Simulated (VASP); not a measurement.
# Si4Ru (Pm-3m) in VASP: further runs

Runs on Si4Ru. Level: PBE. Tasks: single point, relaxation of cell and atoms.

Everything below comes from runs of VASP 6.6.1. Logs are shortened: lines on timing, memory, paths and dates and some standing lists are left out, and cuts for length are marked.

**1. The cell of the first run**

It takes space group Pm-3m (No. 221, cubic). Conventional cell: a = 4.044 Å, b = 4.044 Å, c = 4.044 Å, α = 90.00°, β = 90.00°, γ = 90.00°. Si (site symmetry 4/mmm) has 2 Ru at 2.02 Å within 2.7 Å. Si (site symmetry m-3m) has 12 Si at 2.86 Å and 8 Ru at 3.50 Å within 3.8 Å. Within 2.7 Å of Ru (site symmetry m-3m) lie 6 Si at 2.02 Å.

The cell was built from a structure type or drawn by symmetry, and may not be a known phase.

**2. Single point, PBE**

INCAR reads:

```
PREC = Accurate
ENCUT = 520
EDIFF = 1E-6
ISMEAR = 0
SIGMA = 0.1
LREAL = F
LASPH = T
NELM = 80
ALGO = Normal
ISIF = 2
LWAVE = F
LCHARG = F
GGA = PE
NBANDS = 23
```

KPOINTS reads:

```
regular mesh
0
Gamma
  4 4 4
```

POSCAR reads:

```
Si4Ru
1.0
    4.0436712900      0.0000000000      0.0000000000
    0.0000000000      4.0436712900      0.0000000000
    0.0000000000      0.0000000000      4.0436712900
Si Ru
4 1
Direct
    0.0000000000      0.5000000000      0.5000000000
    0.5000000000      0.5000000000      0.0000000000
    0.5000000000      0.0000000000      0.5000000000
    0.0000000000      0.0000000000      0.0000000000
    0.5000000000      0.5000000000      0.5000000000
```

Potentials or basis: VASP PAW PBE potentials, release 64 (Si, Ru_pv).

Command:

```console
> cat potpaw_PBE.64/Si/POTCAR potpaw_PBE.64/Ru_pv/POTCAR > POTCAR
> mpirun -np 1 vasp_std > vasp.out
```

OUTCAR:

```text
PREC = Accurate
   ENCUT = 520
   EDIFF = 1E-6
   ISMEAR = 0
   LREAL = F
   LASPH = T
   NELM = 80
   ISIF = 2
   GGA = PE

 ion  position               nearest neighbor table
   1  0.000  0.500  0.500-   5 2.02   5 2.02   4 2.86   2 2.86   2 2.86   4 2.86   3 2.86   4 2.86
                             4 2.86   2 2.86   3 2.86   3 2.86   2 2.86   3 2.86
   2  0.500  0.500  0.000-   5 2.02   5 2.02   4 2.86   1 2.86   1 2.86   3 2.86   3 2.86   3 2.86
                             4 2.86   3 2.86   1 2.86   4 2.86   1 2.86   4 2.86
   3  0.500  0.000  0.500-   5 2.02   5 2.02   4 2.86   1 2.86   2 2.86   4 2.86   1 2.86   2 2.86
                             2 2.86   2 2.86   1 2.86   4 2.86   4 2.86   1 2.86
   4  0.000  0.000  0.000-   1 2.86   2 2.86   3 2.86   1 2.86   3 2.86   1 2.86   2 2.86   1 2.86
                             2 2.86   3 2.86   3 2.86   2 2.86
   5  0.500  0.500  0.500-   1 2.02   2 2.02   3 2.02   2 2.02   3 2.02   1 2.02

  LATTYP: Found a simple cubic cell.
 ALAT       =     4.0436712900

  Lattice vectors:

 A1 = (   4.0436712900,   0.0000000000,   0.0000000000)
 A2 = (   0.0000000000,   4.0436712900,   0.0000000000)
 A3 = (   0.0000000000,   0.0000000000,   4.0436712900)

Analysis of symmetry for initial positions (statically):
=====================================================================
 Subroutine PRICEL returns:
 Original cell was already a primitive cell.

 Routine SETGRP: Setting up the symmetry group for a
 simple cubic supercell.

 Subroutine GETGRP returns: Found 48 space group operations
 (whereof 48 operations were pure point group operations)
 out of a pool of 48 trial point group operations.

The static configuration has the point symmetry O_h .

Analysis of symmetry for dynamics (positions and initial velocities):
=====================================================================
 Subroutine PRICEL returns:
 Original cell was already a primitive cell.

 Routine SETGRP: Setting up the symmetry group for a
 simple cubic supercell.

 Subroutine GETGRP returns: Found 48 space group operations
 (whereof 48 operations were pure point group operations)
 out of a pool of 48 trial point group operations.

The dynamic configuration has the point symmetry O_h .

 Subroutine INISYM returns: Found 48 space group operations
 (whereof 48 operations are pure point group operations),
 and found     1 'primitive' translations

----------------------------------------------------------------------------------------

                                     Primitive cell

  volume of cell :      66.1192

  direct lattice vectors                    reciprocal lattice vectors
     4.043671290  0.000000000  0.000000000     0.247300022  0.000000000  0.000000000
     0.000000000  4.043671290  0.000000000     0.000000000  0.247300022  0.000000000
     0.000000000  0.000000000  4.043671290     0.000000000  0.000000000  0.247300022

  length of vectors
     4.043671290  4.043671290  4.043671290     0.247300022  0.247300022  0.247300022

  position of ions in fractional coordinates (direct lattice)
     0.000000000  0.500000000  0.500000000
     0.500000000  0.500000000  0.000000000
     0.500000000  0.000000000  0.500000000
     0.000000000  0.000000000  0.000000000
     0.500000000  0.500000000  0.500000000

  ion indices of the primitive-cell ions
   primitive index   ion index
                 1           1
                 2           2
                 3           3
                 4           4
                 5           5

----------------------------------------------------------------------------------------

 KPOINTS: regular mesh

Automatic generation of k-mesh.
 Grid dimensions read from file:
 generate k-points for:    4    4    4

 Generating k-lattice:

  Cartesian coordinates                     Fractional coordinates (reciprocal lattice)
     0.061825006  0.000000000  0.000000000     0.250000000  0.000000000  0.000000000
     0.000000000  0.061825006  0.000000000     0.000000000  0.250000000  0.000000000
[... 59 lines left out ...]

 k-point     4 :       0.2500    0.2500    0.0000
  band No.  band energies     occupation
      1     -31.9451      2.00000
      2     -31.9451      2.00000
      3     -31.9305      2.00000
      4      -1.0698      2.00000
      5       2.3966      2.00000
      6       2.4867      2.00000
[... 15 lines left out ...]
     22      16.4745      0.00000
     23      16.9030      0.00000

 k-point     5 :       0.5000    0.2500    0.0000
  band No.  band energies     occupation
      1     -31.9597      2.00000
      2     -31.9451      2.00000
      3     -31.9305      2.00000
      4       0.2886      2.00000
      5       0.8359      2.00000
      6       2.9218      2.00000
[... 15 lines left out ...]
     22      16.3984      0.00000
     23      17.3026      0.00000

 k-point     6 :       0.5000    0.5000    0.0000
  band No.  band energies     occupation
      1     -31.9596      2.00000
      2     -31.9596      2.00000
      3     -31.9305      2.00000
      4       1.4315      2.00000
      5       1.8589      2.00000
      6       2.4622      2.00000
[... 15 lines left out ...]
     22      17.8903      0.00000
     23      17.8903      0.00000

 k-point     7 :       0.2500    0.2500    0.2500
  band No.  band energies     occupation
      1     -31.9451      2.00000
      2     -31.9451      2.00000
      3     -31.9451      2.00000
      4      -0.4876      2.00000
      5       2.7542      2.00000
      6       2.7542      2.00000
[... 15 lines left out ...]
     22      17.4307      0.00000
     23      18.5841      0.00000

 k-point     8 :       0.5000    0.2500    0.2500
  band No.  band energies     occupation
      1     -31.9597      2.00000
      2     -31.9451      2.00000
      3     -31.9450      2.00000
      4       0.9320      2.00000
      5       1.2763      2.00000
      6       3.2069      2.00000
[... 15 lines left out ...]
     22      18.0631      0.00000
     23      19.3206      0.00000

 k-point     9 :       0.5000    0.5000    0.2500
  band No.  band energies     occupation
      1     -31.9596      2.00000
      2     -31.9596      2.00000
      3     -31.9450      2.00000
      4       2.2536      2.00000
      5       2.3508      2.00000
      6       2.7758      2.00000
[... 15 lines left out ...]
     22      18.9025      0.00000
     23      19.2252      0.00000

 k-point    10 :       0.5000    0.5000    0.5000
  band No.  band energies     occupation
      1     -31.9595      2.00000
      2     -31.9595      2.00000
      3     -31.9595      2.00000
      4       3.4272      2.00000
      5       3.4272      2.00000
      6       3.4272      2.00000
[... 15 lines left out ...]
     22      20.3151      0.00000
     23      20.4079      0.00000

------------------------ aborting loop because EDIFF is reached ----------------------------------------

  FORCE on cell =-STRESS in cart. coord.  units (eV):
  Direction    XX          YY          ZZ          XY          YZ          ZX
  --------------------------------------------------------------------------------------
  -------------------------------------------------------------------------------------
  Total       31.3778338     31.3778338     31.3778338      0.0000000      0.0000000      0.0000000
  in kB      760.3367939    760.3367939    760.3367939      0.0000000      0.0000000      0.0000000
  external PRESSURE =     760.3367939 kB  Pullay stress =       0.0000000 kB

 VOLUME and BASIS-vectors are now :
 -----------------------------------------------------------------------------
  energy-cutoff  :      520.00
  volume of cell :       66.12
      direct lattice vectors                 reciprocal lattice vectors
     4.043671290  0.000000000  0.000000000     0.247300022  0.000000000  0.000000000
     0.000000000  4.043671290  0.000000000     0.000000000  0.247300022  0.000000000
     0.000000000  0.000000000  4.043671290     0.000000000  0.000000000  0.247300022

 POSITION                                       TOTAL-FORCE (eV/Angst)
 -----------------------------------------------------------------------------------
      0.00000      2.02184      2.02184         0.000000      0.000000      0.000000
      2.02184      2.02184      0.00000         0.000000      0.000000      0.000000
      2.02184      0.00000      2.02184         0.000000      0.000000      0.000000
      0.00000      0.00000      0.00000         0.000000      0.000000      0.000000
      2.02184      2.02184      2.02184         0.000000      0.000000      0.000000
 -----------------------------------------------------------------------------------
    total drift:                                0.000000      0.000000      0.000000

  FREE ENERGIE OF THE ION-ELECTRON SYSTEM (eV)
  ---------------------------------------------------
  free  energy   TOTEN  =       -22.3441030783 eV

  energy  without entropy=      -22.3313052620  energy(sigma->0) =      -22.33770417
```

It took 17 s on 1 thread of Intel Xeon 8259CL, shared host; peak memory 0.17 GiB.

What came out:

```
Free energy            : -22.3441 eV
Pressure               : 76.0 GPa
Band gap on the k mesh : zero (bands 15 and 16 overlap by 1.80 eV)
```

Levels at points of the mesh, in eV from the Fermi level:
```csv
k point,band 12,band 13,band 14,band 15,band 16,band 17,band 18,band 19
"(0.00, 0.00, 0.00)",-5.00,-4.55,-0.09,-0.09,1.53,1.53,1.53,2.78
"(0.50, 0.00, 0.00)",-3.06,-3.06,-2.00,-0.19,-0.09,-0.09,2.11,3.74
"(0.50, 0.50, 0.00)",-4.06,-0.97,-0.94,-0.94,-0.63,1.86,2.81,2.81
"(0.50, 0.50, 0.50)",-6.43,-6.43,-1.14,-1.14,-1.14,6.50,6.50,6.50
```

Caveat: the k points lie up to 0.39 Å⁻¹ apart, too coarse for converged energies and pressures of a metal.

**3. Single point, PBE**

This run uses another cell than the first one, of 19.50 Å³/atom.

INCAR reads:

```
  ALGO = Normal
  EDIFF = 1E-6
  ENCUT = 520
  GGA = PE
  ISIF = 2
  ISMEAR = 0
  LASPH = True
  LCHARG = True
  LELF = True
  LREAL = False
  LVHAR = True
  LWAVE = False
  NBANDS = 23
  NELM = 80
  PREC = Accurate
  SIGMA = 0.1
```

KPOINTS reads:

```
k-points
0
Gamma
  4 4 4
```

Edit POSCAR of step 2 so:

```diff
@@ -2,5 +2,5 @@
 1.0
-    4.0436712900      0.0000000000      0.0000000000
-    0.0000000000      4.0436712900      0.0000000000
-    0.0000000000      0.0000000000      4.0436712900
+    4.6023015922      0.0000000000      0.0000000000
+    0.0000000000      4.6023015922      0.0000000000
+    0.0000000000      0.0000000000      4.6023015922
 Si Ru
```

Potentials or basis: VASP PAW PBE potentials, release 64 (Si, Ru_pv).

Command:

```console
> cat potpaw_PBE.64/Si/POTCAR potpaw_PBE.64/Ru_pv/POTCAR > POTCAR
> mpirun -np 1 vasp_std > vasp.out
```

Run time: 23 s. Hardware: 1 thread of Intel Xeon 8259CL, shared host; peak memory 0.21 GiB.

It converged, with:

```yaml
Free_energy: -27.6787 eV
Pressure: 0.0 GPa
Band_gap_on_the_k_mesh: zero (bands 15 and 16 overlap by 0.90 eV)
```

Levels at points of the mesh, in eV from the Fermi level:
| k point | band 13 | band 14 | band 15 | band 16 | band 17 | band 18 |
| --- | --- | --- | --- | --- | --- | --- |
| (0.00, 0.00, 0.00) | -2.59 | 0.46 | 0.46 | 1.64 | 1.64 | 1.64 |
| (0.50, 0.00, 0.00) | -2.01 | -0.41 | 0.11 | 0.24 | 0.24 | 1.08 |
| (0.50, 0.50, 0.00) | -0.92 | -0.92 | -0.62 | -0.03 | 1.60 | 2.30 |
| (0.50, 0.50, 0.50) | -4.19 | -0.43 | -0.43 | -0.43 | 4.66 | 4.66 |

**4. Relaxation of cell and atoms, PBE**

INCAR reads:

```
PREC = Accurate
ENCUT = 600
EDIFF = 1E-7
ISMEAR = 0
SIGMA = 0.1
LREAL = F
LASPH = T
NELM = 60
ALGO = Normal
ISIF = 3
LWAVE = F
LCHARG = F
GGA = PE
IBRION = 2
NSW = 90
EDIFFG = -0.04
```

KPOINTS reads:

```
Automatic mesh
0
Gamma
  4 4 4
```

Edit POSCAR of step 3 so:

```diff
@@ -2,5 +2,5 @@
 1.0
-    4.6023015922      0.0000000000      0.0000000000
-    0.0000000000      4.6023015922      0.0000000000
-    0.0000000000      0.0000000000      4.6023015922
+    4.0436712900      0.0000000000      0.0000000000
+    0.0000000000      4.0436712900      0.0000000000
+    0.0000000000      0.0000000000      4.0436712900
 Si Ru
```

Command:

```console
> cat potpaw_PBE.64/Si/POTCAR potpaw_PBE.64/Ru_pv/POTCAR > POTCAR
> mpirun -np 1 vasp_std > vasp.out
```

Run time: 68 s. Hardware: 1 thread of Intel Xeon 8259CL, shared host; peak memory 0.18 GiB.

The run converged. Its results:

| Property | Result |
| --- | --- |
| Free energy | -27.6716 eV |
| Relaxed volume | 19.45 Å³/atom |
| Relaxed cell | a = 4.599 Å, b = 4.599 Å, c = 4.599 Å, α = 90.00°, β = 90.00°, γ = 90.00° |
| Space group after relaxing (to 0.1 Å) | Pm-3m (No. 221) |
| Energy gained by relaxing | 1065.5 meV/atom |
| Ionic steps | 5 |
| Pressure after relaxing | 0.2 GPa |
| Band gap on the k mesh | zero (bands 15 and 16 overlap by 0.90 eV) |

Step by step:
```tsv
step	energy change (eV)	largest force (eV/Å)	pressure (GPa)	volume (Å³)
1	0.0000	0.0000	76.04	66.12
2	-1.8329	0.0000	-15.84	146.19
3	-5.3219	0.0000	-1.27	98.89
4	-5.3268	0.0000	-0.46	97.98
5	-5.3274	0.0000	0.21	97.26
```

Final structure:
```yaml
crystal:
  lattice:
    - [4.59884, 0.00000, 0.00000]
    - [0.00000, 4.59884, 0.00000]
    - [0.00000, 0.00000, 4.59884]
  atoms:
    - { symbol: Si, position: [0.00000, 0.50000, 0.50000] }
    - { symbol: Si, position: [0.50000, 0.50000, 0.00000] }
    - { symbol: Si, position: [0.50000, 0.00000, 0.50000] }
    - { symbol: Si, position: [0.00000, 0.00000, 0.00000] }
    - { symbol: Ru, position: [0.50000, 0.50000, 0.50000] }
```

Levels at points of the mesh, in eV from the Fermi level:
| k point | band 12 | band 13 | band 14 | band 15 | band 16 | band 17 | band 18 | band 19 |
| --- | --- | --- | --- | --- | --- | --- | --- | --- |
| (0.00, 0.00, 0.00) | -2.60 | -2.60 | 0.46 | 0.46 | 1.64 | 1.66 | 1.66 | 1.66 |
| (0.50, 0.00, 0.00) | -2.01 | -2.01 | -0.41 | 0.11 | 0.24 | 0.24 | 1.08 | 4.25 |
| (0.50, 0.50, 0.00) | -3.15 | -0.92 | -0.92 | -0.62 | -0.03 | 1.61 | 2.31 | 2.39 |
| (0.50, 0.50, 0.50) | -4.20 | -4.20 | -0.44 | -0.44 | -0.44 | 4.67 | 4.67 | 4.67 |

Caveat: the k points lie up to 0.34 Å⁻¹ apart in the final cell, too coarse for converged energies and pressures of a metal; the volume moved by over 15 % at a fixed basis, so the end points are rough.

**5. Single point, PBE**

This run uses another cell than the first one, of 19.33 Å³/atom.

INCAR reads:

```
SYSTEM = Si4Ru
PREC     = Accurate       ! precision mode
ENCUT    = 520            ! plane-wave cutoff, eV
EDIFF    = 1E-6           ! SCF threshold, eV
ISMEAR   = 0              ! smearing method
SIGMA    = 0.1            ! smearing width, eV
LREAL    = .False.        ! projectors in reciprocal space
LASPH    = .True.         ! aspherical terms in the spheres
NELM     = 100            ! most SCF steps
ALGO     = Normal         ! electronic algorithm
ISIF     = 2              ! what is computed and relaxed
LWAVE    = .False.        ! write WAVECAR
LCHARG   = .False.        ! write CHGCAR
GGA      = PE             ! functional
NBANDS   = 23             ! bands
```

KPOINTS reads:

```
Automatic mesh
0
Gamma
  8 8 8
  0 0 0
```

Edit POSCAR of step 4 so:

```diff
@@ -2,5 +2,5 @@
 1.0
-    4.0436712900      0.0000000000      0.0000000000
-    0.0000000000      4.0436712900      0.0000000000
-    0.0000000000      0.0000000000      4.0436712900
+    4.5891120146      0.0000000000      0.0000000000
+    0.0000000000      4.5891120146      0.0000000000
+    0.0000000000      0.0000000000      4.5891120146
 Si Ru
```

Command:

```console
> cat potpaw_PBE.64/Si/POTCAR potpaw_PBE.64/Ru_pv/POTCAR > POTCAR
> mpirun -np 1 vasp_std > vasp.out
```

It took 59 s on 1 thread of Intel Xeon 8259CL, shared host; peak memory 0.24 GiB.

It converged, with:

* Free energy: -27.6346 eV
* Pressure: 0.0 GPa
* Band gap on the k mesh: zero (bands 15 and 16 overlap by 0.89 eV)

Levels at points of the mesh, in eV from the Fermi level:
```csv
k point,band 12,band 13,band 14,band 15,band 16,band 17,band 18,band 19
"(0.00, 0.00, 0.00)",-2.79,-2.79,0.30,0.30,1.47,1.47,1.47,1.54
"(0.50, 0.00, 0.00)",-2.19,-2.19,-0.58,-0.01,0.12,0.12,0.93,1.97
"(0.50, 0.50, 0.00)",-3.31,-1.06,-1.06,-0.79,-0.14,1.47,2.16,2.16
"(0.50, 0.50, 0.50)",-4.40,-4.40,-0.58,-0.58,-0.58,4.53,4.53,4.53
```

**6. Relaxation of cell and atoms, PBE**

This run uses another cell than the first one, of 19.50 Å³/atom.

INCAR reads:

```
PREC = Accurate
ENCUT = 600
EDIFF = 1E-7
ISMEAR = 0
SIGMA = 0.1
LREAL = F
LASPH = T
NELM = 60
ALGO = Normal
ISIF = 3
LWAVE = F
LCHARG = F
GGA = PE
IBRION = 2
NSW = 100
EDIFFG = -0.01
```

KPOINTS reads:

```
regular mesh
0
Gamma
  8 8 8
```

Edit POSCAR of step 5 so:

```diff
@@ -2,5 +2,5 @@
 1.0
-    4.5891120146      0.0000000000      0.0000000000
-    0.0000000000      4.5891120146      0.0000000000
-    0.0000000000      0.0000000000      4.5891120146
+    4.6023015922      0.0000000000      0.0000000000
+    0.0000000000      4.6023015922      0.0000000000
+    0.0000000000      0.0000000000      4.6023015922
 Si Ru
```

Potentials or basis: VASP PAW PBE potentials, release 64 (Si, Ru_pv).

Command:

```console
> cat potpaw_PBE.64/Si/POTCAR potpaw_PBE.64/Ru_pv/POTCAR > POTCAR
> mpirun -np 1 vasp_std > vasp.out
```

Wall time 3 min (1 thread of Intel Xeon 8259CL, shared host); peak memory 0.29 GiB.

It converged, with:

| Property | Result |
| --- | --- |
| Free energy | -27.6347 eV |
| Relaxed volume | 19.33 Å³/atom |
| Relaxed cell | a = 4.590 Å, b = 4.590 Å, c = 4.590 Å, α = 90.00°, β = 90.00°, γ = 90.00° |
| Space group after relaxing (to 0.1 Å) | Pm-3m (No. 221) |
| Energy gained by relaxing | 0.4 meV/atom |
| Ionic steps | 3 |
| Pressure after relaxing | 0.0 GPa |
| Band gap on the k mesh | zero (bands 15 and 16 overlap by 0.88 eV) |

The path:
| step | energy change (eV) | largest force (eV/Å) | pressure (GPa) | volume (Å³) |
| --- | --- | --- | --- | --- |
| 1 | 0.0000 | 0.0000 | -0.78 | 97.48 |
| 2 | -0.0011 | 0.0000 | 0.52 | 96.15 |
| 3 | -0.0020 | 0.0000 | 0.00 | 96.67 |

Final structure:
```
Si Ru
1.0
     4.58952    0.00000    0.00000
     0.00000    4.58952    0.00000
     0.00000    0.00000    4.58952
Si Ru
4 1
Direct
  0.00000 0.50000 0.50000
  0.50000 0.50000 0.00000
  0.50000 0.00000 0.50000
  0.00000 0.00000 0.00000
  0.50000 0.50000 0.50000
```

Levels at points of the mesh, in eV from the Fermi level:
```
           k point  band 12  band 13  band 14  band 15  band 16  band 17  band 18  band 19
(0.00, 0.00, 0.00)    -2.79    -2.79     0.30     0.30     1.47     1.47     1.47     1.54
(0.50, 0.00, 0.00)    -2.19    -2.19    -0.58    -0.01     0.12     0.12     0.93     1.97
(0.50, 0.50, 0.00)    -3.31    -1.06    -1.06    -0.79    -0.14     1.47     2.16     2.16
(0.50, 0.50, 0.50)    -4.40    -4.40    -0.58    -0.58    -0.58     4.53     4.53     4.53
```

**7. The runs side by side**

```csv
task,cell,k mesh,cutoff (eV),gap on the mesh (eV),pressure (GPa),relaxed volume (Å³/atom)
single point,"a = 4.044 Å, 5 atoms",4 × 4 × 4,520,none,76.0,-
single point,"a = 4.602 Å, 5 atoms",4 × 4 × 4,520,none,0.0,-
relaxation of cell and atoms,"relaxed from a = 4.044 Å, 5 atoms",4 × 4 × 4,600,none,0.2,19.45
single point,"a = 4.589 Å, 5 atoms",8 × 8 × 8,520,none,0.0,-
relaxation of cell and atoms,"relaxed from a = 4.602 Å, 5 atoms",8 × 8 × 8,600,none,0.0,19.33
```

Alike in all rows: level PBE; potentials or basis VASP PAW PBE potentials, release 64 (Si, Ru_pv); no spin polarisation; smearing gaussian 0.1 eV.

Caveats: some runs use coarse meshes; the volume moved by over 15 % at a fixed basis, so the end points are rough (at least some runs).

Absolute energies hang on the potentials; compare differences alone.
